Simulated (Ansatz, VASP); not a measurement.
# Two plane-wave programs on Al2Cu

```
CELL_PARAMETERS angstrom
-3.00112 3.00112 2.40019
3.00112 -3.00112 2.40019
3.00112 3.00112 -2.40019
ATOMIC_POSITIONS crystal
Al 0.34080 0.15920 0.50000
Al 0.15920 0.65920 0.81840
Al 0.84080 0.34080 0.18160
Al 0.65920 0.84080 0.50000
Cu 0.75000 0.75000 0.00000
Cu 0.25000 0.25000 0.00000
```

Alike in both runs: functional r2SCAN; k mesh 12 × 12 × 12; occupations fermi-dirac, width 0.15 eV; no spin polarisation.

Ansatz relaxed the structure, and its values are those at the end. VASP's run is a single point on that final structure, the one shown.

|  | VASP | Ansatz |
| --- | --- | --- |
| version | VASP 6.6.1 | Ansatz 0.2.0 |
| potentials or method | VASP PAW PBE potentials, release 64 (Al, Cu), cutoff 520 eV | scalar-relativistic, plane waves, PAW |
| valence electrons in the cell | 34 | 50 |

|  | VASP | Ansatz | Ansatz less VASP |
| --- | --- | --- | --- |
| gap on the k mesh at the Fermi level (eV) | none | none | - |
| pressure (GPa) | -0.2 | 0.0 | +0.16 |

VASP's potentials were made for PBE, not for r2SCAN. A gap of «none» marks a metal or a gap that the smearing closes. The functional is the same, so the differences come from potentials, cutoffs and numerics. VASP's potentials hold 34 valence electrons a cell and Ansatz's 50, so a difference there can come from the potentials and not from the codes.
